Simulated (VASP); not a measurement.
**Sn: single point with PBEsol+D3(BJ)**

Crystal: Sn.

```
Sn
1.0
    -2.87977    2.87977    1.55256
     2.87977   -2.87977    1.55256
     2.87977    2.87977   -1.55256
Sn
2
Direct
  0.00000 0.00000 0.00000
  0.75000 0.25000 0.50000
```

* Program: VASP 6.6.1
* Task: single point
* Functional: PBEsol
* Dispersion: D3(BJ)
* Potentials or basis: VASP PAW PBE potentials, release 64 (Sn_d)
* Cutoff: 520 eV
* k mesh: 9 × 9 × 9
* Occupations: fermi-dirac, width 0.05 eV
* Spin: no spin polarisation

| Item | Value |
| --- | --- |
| Pressure | 0.0 GPa |
| Band gap on the k mesh | zero (band 14 reaches 9.72 eV, above the bottom of band 15 at 5.48 eV) |
| Dispersion energy per atom | -0.411 eV |

Levels at points of the mesh, in eV from the Fermi level:
| k point | band 12 | band 13 | band 14 | band 15 | band 16 | band 17 |
| --- | --- | --- | --- | --- | --- | --- |
| (0.00, 0.00, 0.00) | -3.64 | -2.19 | -2.19 | 2.81 | 6.36 | 6.36 |

Wall time 21 s on 1 thread of Intel(R) Xeon(R) 6975P-C (Granite Rapids), with other jobs on the host, peak memory 0.21 GiB.

Caveat: the PAW data sets were made with another functional, which shifts forces and pressure a little; spin-orbit coupling is left out, which moves the levels of the heavy elements; pairwise dispersion overbinds metals, which lowers pressure and volume.
